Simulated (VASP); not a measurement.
# BN (zinc blende type) (F-43m) in VASP: a series of runs

BN (zinc blende type) is run at these levels: HSE06; tasks: single point.

All numbers are computed with VASP 6.6.1; they aren't measurements. Logs are shortened: lines on timing, memory, paths and dates and some standing lists are left out, and cuts for length are marked.

### 1 The cell of the first run

It takes space group F-43m (No. 216, cubic). The conventional cell has a = 3.630 Å, b = 3.630 Å, c = 3.630 Å, α = 90.00°, β = 90.00°, γ = 90.00°. B (site symmetry -43m) has 4 N at 1.57 Å within 2.1 Å. N (site symmetry -43m) has 4 B at 1.57 Å within 2.1 Å.

### 2 Single point, HSE06

POSCAR

```
BN
1.0
    0.0000000000      1.8150000000      1.8150000000
    1.8150000000      0.0000000000      1.8150000000
    1.8150000000      1.8150000000      0.0000000000
B N
1 1
Direct
    0.0000000000      0.0000000000      0.0000000000
    0.2500000000      0.2500000000      0.2500000000
```

INCAR.step1

```
SYSTEM = BN
PREC     = Accurate       ! precision mode
ENCUT    = 520            ! plane-wave cutoff, eV
EDIFF    = 1E-5           ! SCF threshold, eV
ISMEAR   = -1             ! smearing method
SIGMA    = 0.02           ! smearing width, eV
LREAL    = .False.        ! projectors in reciprocal space
LASPH    = .True.         ! aspherical terms in the spheres
NELM     = 100            ! most SCF steps
ALGO     = Normal         ! electronic algorithm
ISIF     = 2              ! what is computed and relaxed
LWAVE    = .True.         ! write WAVECAR
GGA      = PE             ! functional
NBANDS   = 11             ! bands
```

INCAR.step2

```
SYSTEM = BN
PREC     = Accurate       ! precision mode
ENCUT    = 520            ! plane-wave cutoff, eV
EDIFF    = 1E-6           ! SCF threshold, eV
ISMEAR   = -1             ! smearing method
SIGMA    = 0.02           ! smearing width, eV
LREAL    = .False.        ! projectors in reciprocal space
LASPH    = .True.         ! aspherical terms in the spheres
NELM     = 100            ! most SCF steps
ALGO     = Normal         ! electronic algorithm
ISIF     = 2              ! what is computed and relaxed
LWAVE    = .False.        ! write WAVECAR
LCHARG   = .True.         ! write CHGCAR
GGA      = PE             ! functional
LHFCALC  = .True.         ! exact exchange
HFSCREEN = 0.2079         ! screening, 1/A
PRECFOCK = Normal       
LELF     = .True.         ! ELF
LVHAR    = .True.       
ISTART   = 1            
NBANDS   = 11             ! bands
```

KPOINTS

```
Automatic mesh
0
Gamma
  2 2 2
  0 0 0
```

Potentials or basis: VASP PAW PBE potentials, release 64 (B, N).

Launch:

```console
$ cat potpaw_PBE.64/B/POTCAR potpaw_PBE.64/N/POTCAR > POTCAR
$ cp INCAR.step1 INCAR
$ mpirun -np 1 vasp_std > vasp.out
$ cp INCAR.step2 INCAR
$ mpirun -np 1 vasp_std > vasp.out
```

OUTCAR:

```text
SYSTEM = BN
   PREC = Accurate
   ENCUT = 520
   EDIFF = 1E-6
   ISMEAR = -1
   LREAL = .False.
   LASPH = .True.
   NELM = 100
   ISIF = 2
   GGA = PE
   LHFCALC = .True.
   HFSCREEN = 0.2079
   PRECFOCK = Normal
   ISTART = 1

 ion  position               nearest neighbor table
   1  0.000  0.000  0.000-   2 1.57   2 1.57   2 1.57   2 1.57
   2  0.250  0.250  0.250-   1 1.57   1 1.57   1 1.57   1 1.57

  LATTYP: Found a face centered cubic cell.
 ALAT       =     3.6300000000

  Lattice vectors:

 A1 = (   0.0000000000,   1.8150000000,   1.8150000000)
 A2 = (   1.8150000000,   0.0000000000,   1.8150000000)
 A3 = (   1.8150000000,   1.8150000000,   0.0000000000)

Analysis of symmetry for initial positions (statically):
=====================================================================
 Subroutine PRICEL returns:
 Original cell was already a primitive cell.

 Routine SETGRP: Setting up the symmetry group for a
 face centered cubic supercell.

 Subroutine GETGRP returns: Found 24 space group operations
 (whereof 24 operations were pure point group operations)
 out of a pool of 48 trial point group operations.

The static configuration has the point symmetry T_d .

Analysis of symmetry for dynamics (positions and initial velocities):
=====================================================================
 Subroutine PRICEL returns:
 Original cell was already a primitive cell.

 Routine SETGRP: Setting up the symmetry group for a
 face centered cubic supercell.

 Subroutine GETGRP returns: Found 24 space group operations
 (whereof 24 operations were pure point group operations)
 out of a pool of 48 trial point group operations.

The dynamic configuration has the point symmetry T_d .

 Subroutine INISYM returns: Found 24 space group operations
 (whereof 24 operations are pure point group operations),
 and found     1 'primitive' translations

----------------------------------------------------------------------------------------

                                     Primitive cell

  volume of cell :      11.9580

  direct lattice vectors                    reciprocal lattice vectors
     0.000000000  1.815000000  1.815000000    -0.275482094  0.275482094  0.275482094
     1.815000000  0.000000000  1.815000000     0.275482094 -0.275482094  0.275482094
     1.815000000  1.815000000  0.000000000     0.275482094  0.275482094 -0.275482094

  length of vectors
     2.566797616  2.566797616  2.566797616     0.477148983  0.477148983  0.477148983

  position of ions in fractional coordinates (direct lattice)
     0.000000000  0.000000000  0.000000000
     0.250000000  0.250000000  0.250000000

  ion indices of the primitive-cell ions
   primitive index   ion index
                 1           1
                 2           2

----------------------------------------------------------------------------------------

 KPOINTS: Automatic mesh

Automatic generation of k-mesh.
 Grid dimensions read from file:
 generate k-points for:    2    2    2

 Generating k-lattice:

  Cartesian coordinates                     Fractional coordinates (reciprocal lattice)
    -0.137741047  0.137741047  0.137741047     0.500000000  0.000000000  0.000000000
     0.137741047 -0.137741047  0.137741047     0.000000000  0.500000000  0.000000000
     0.137741047  0.137741047 -0.137741047     0.000000000  0.000000000  0.500000000

  Length of vectors
     0.238574491  0.238574491  0.238574491

  Shift w.r.t. Gamma in fractional coordinates (k-lattice)
     0.000000000  0.000000000  0.000000000

 Subroutine IBZKPT returns following result:
 ===========================================

 Found      3 irreducible k-points:

 Following reciprocal coordinates:
            Coordinates               Weight
  0.000000  0.000000  0.000000      1.000000
  0.500000  0.000000  0.000000      4.000000
  0.500000  0.500000  0.000000      3.000000
   k-points           NKPTS =      3   k-points in BZ     NKDIM =      8   number of bands    NBANDS=     11
   number of dos      NEDOS =    301   number of ions     NIONS =      2
   total plane-waves  NPLWV =   8000
   dimension x,y,z NGX =    20 NGY =   20 NGZ =   20
   dimension x,y,z NGXF=    40 NGYF=   40 NGZF=   40
   ions per type =               1   1
   NGX,Y,Z   is equivalent  to a cutoff of  12.95, 12.95, 12.95 a.u.
   NGXF,Y,Z  is equivalent  to a cutoff of  25.91, 25.91, 25.91 a.u.
 SYSTEM =  BN
   PREC   = accura    normal or accurate (medium, high low for compatibility)
   ISTART =      1    job   : 0-new  1-cont  2-samecut
   ICHARG =      0    charge: 1-file 2-atom 10-const
   ISPIN  =      1    spin polarized calculation?
   LNONCOLLINEAR =      F non collinear calculations
   LSORBIT =      F    spin-orbit coupling
   LASPH  =      T    aspherical Exc in radial PAW
   ENCUT  =  520.0 eV  38.22 Ry    6.18 a.u.   4.77  4.77  4.77*2*pi/ulx,y,z
   NELM   =    100;   NELMIN=  2; NELMDL=  0     # of ELM steps
   EDIFF  = 0.1E-05   stopping-criterion for ELM
   LREAL  =      F    real-space projection
   EDIFFG = 0.1E-04   stopping-criterion for IOM
   NSW    =      0    number of steps for IOM
   IBRION =     -1    ionic relax: 0-MD 1-quasi-New 2-CG
   NFREE  =      0    steps in history (QN), initial steepest desc. (CG)
   ISIF   =      2    stress and relaxation
   ISYM   =      3    0-nonsym 1-usesym 2-fastsym
   POTIM  = 0.5000    time-step for ionic-motion
   TEBEG  =    0.0;   TEEND  =   0.0 temperature during run
   PSTRESS=    0.0 pullay stress
   NELECT =       8.0000    total number of electrons
   NUPDOWN=      -1.0000    fix difference up-down
   EMIN   =  10.00;   EMAX   =-10.00  energy-range for DOS
   EFERMI =   0.00;   METHOD = LEGACY
   ISMEAR =    -1;   SIGMA  =   0.02  broadening in eV -4-tet -1-fermi 0-gaus
   EFERMI_NEDOS =   21; number of points for ismear=-14 and -15
   IALGO  =     38    algorithm
   IMIX   =      1    mixing-type and parameters
     AMIX     =   0.40;   BMIX     =  1.00
     AMIX_MAG =   1.60;   BMIX_MAG =  1.00
  volume/ion in A,a.u.               =       5.98        40.35
  Fermi-wavevector in a.u.,A,eV,Ry     =   1.431808  2.705725 27.892963  2.050075
  Thomas-Fermi vector in A             =   2.551504
   LORBIT       =      0    0 simple, 1 ext, 2 COOP (PROOUT), +10 PAW based schemes
   GGA     = PE    functional components
   LHFCALC =     T    Hartree Fock is set to
   PRECFOCK=normal    Normal, Fast or Accurate (Low or Medium for compatibility)
   ENCUT4O =  -1.0   cutoff for four orbital integrals eV
   NKREDX  =     1    reduce k-point grid by
   NKREDY  =     1    reduce k-point grid by
   NKREDZ  =     1    reduce k-point grid by
   AEXX    =    0.2500 exact exchange contribution
   HFSCREEN=    0.2079 screening length (either q_TF or 0.3 A-1)
   HFSCREENC=   0.2079 screening length for correlation (either q_TF or 0.3 A-1)
   ENCUTFOCK=  -1.0 apply spherical cutoff to Coloumb kernel
   IVDW    =     0    specifies the selected vdW correction
   LEPSILON=     F    determine dielectric tensor
   LRPA    =     F    only Hartree local field effects (RPA)
 non-spin polarized calculation
  energy-cutoff  :      520.00
  volume of cell :       11.96
 maximum number of plane-waves:       332
 NGX is ok and might be reduce to    20
  NGX = 16; NGY = 16; NGZ = 16

 number of electron       7.9999999 magnetization

 Free energy of the ion-electron system (eV)
  ---------------------------------------------------
  ext. energy  EPLUGINS =         0.00000000
  ---------------------------------------------------
  free energy    TOTEN  =       -18.18350359 eV

  energy without entropy =      -18.18350359  energy(sigma->0) =      -18.18350359

 E-fermi :   7.1579     XC(G=0): -10.3233

 val. band max:        6.6046400581   @ k =   0.0000   0.0000   0.0000
 cond. band min:      12.5292703645   @ k =   0.5000   0.5000   0.0000
 fundamental gap:      5.9246303064
 Fermi energy:         7.1579430855

 k-point     1 :       0.0000    0.0000    0.0000
  band No.  band energies     occupation
      1     -15.1898      2.00000
      2       6.6046      2.00000
      3       6.6046      2.00000
      4       6.6046      2.00000
      5      17.1629      0.00000
      6      17.1629      0.00000
      7      17.1629      0.00000
      8      18.9070      0.00000
      9      33.0050      0.00000
     10      36.1291      0.00000
     11      36.1291      0.00000

 k-point     2 :       0.5000    0.0000    0.0000
  band No.  band energies     occupation
      1     -10.6465      2.00000
      2      -4.8084      2.00000
      3       4.5213      2.00000
      4       4.5213      2.00000
      5      18.4952      0.00000
      6      19.1033      0.00000
      7      19.1033      0.00000
      8      24.0138      0.00000
      9      31.9841      0.00000
     10      35.4558      0.00000
     11      35.5105      0.00000

 k-point     3 :       0.5000    0.5000    0.0000
  band No.  band energies     occupation
      1      -9.1515      2.00000
      2      -2.9974      2.00000
      3       1.3623      2.00000
      4       1.3623      2.00000
      5      12.5293      0.00000
      6      17.3234      0.00000
      7      26.9853      0.00000
      8      26.9853      0.00000
      9      29.8991      0.00000
     10      35.9429      0.00000
     11      42.0784      0.00000

------------------------ aborting loop because EDIFF is reached ----------------------------------------

  FORCE on cell =-STRESS in cart. coord.  units (eV):
  Direction    XX          YY          ZZ          XY          YZ          ZX
  --------------------------------------------------------------------------------------
  -------------------------------------------------------------------------------------
  Total        0.8094048      0.8094048      0.8094048      0.0000000     -0.0000000      0.0000000
  in kB      108.4467370    108.4467370    108.4467370      0.0000000     -0.0000000      0.0000000
  external PRESSURE =     108.4467370 kB  Pullay stress =       0.0000000 kB

 VOLUME and BASIS-vectors are now :
 -----------------------------------------------------------------------------
  energy-cutoff  :      520.00
  volume of cell :       11.96
      direct lattice vectors                 reciprocal lattice vectors
     0.000000000  1.815000000  1.815000000    -0.275482094  0.275482094  0.275482094
     1.815000000  0.000000000  1.815000000     0.275482094 -0.275482094  0.275482094
     1.815000000  1.815000000  0.000000000     0.275482094  0.275482094 -0.275482094

 POSITION                                       TOTAL-FORCE (eV/Angst)
 -----------------------------------------------------------------------------------
      0.00000      0.00000      0.00000        -0.000000     -0.000000     -0.000000
      0.90750      0.90750      0.90750         0.000000      0.000000      0.000000
 -----------------------------------------------------------------------------------
    total drift:                               -0.000003     -0.000005     -0.000003

  FREE ENERGIE OF THE ION-ELECTRON SYSTEM (eV)
  ---------------------------------------------------
  free  energy   TOTEN  =       -18.1835035891 eV

  energy  without entropy=      -18.1835035891  energy(sigma->0) =      -18.18350359
```

It took 6.5 s on 1 thread of Intel Xeon Platinum 8488C (Sapphire Rapids), shared host; peak memory 0.22 GiB.

What came out:

```
Free energy            : -18.1835 eV
Pressure               : 10.8 GPa
Band gap on the k mesh : 5.92 eV, indirect (least direct gap 10.56 eV)
```

Caveat: the k points lie up to 1.50 Å⁻¹ apart; the PAW data sets were made with another functional, which shifts forces and pressure a little. A k mesh can miss the band edges.

[end of part 1 of 3]
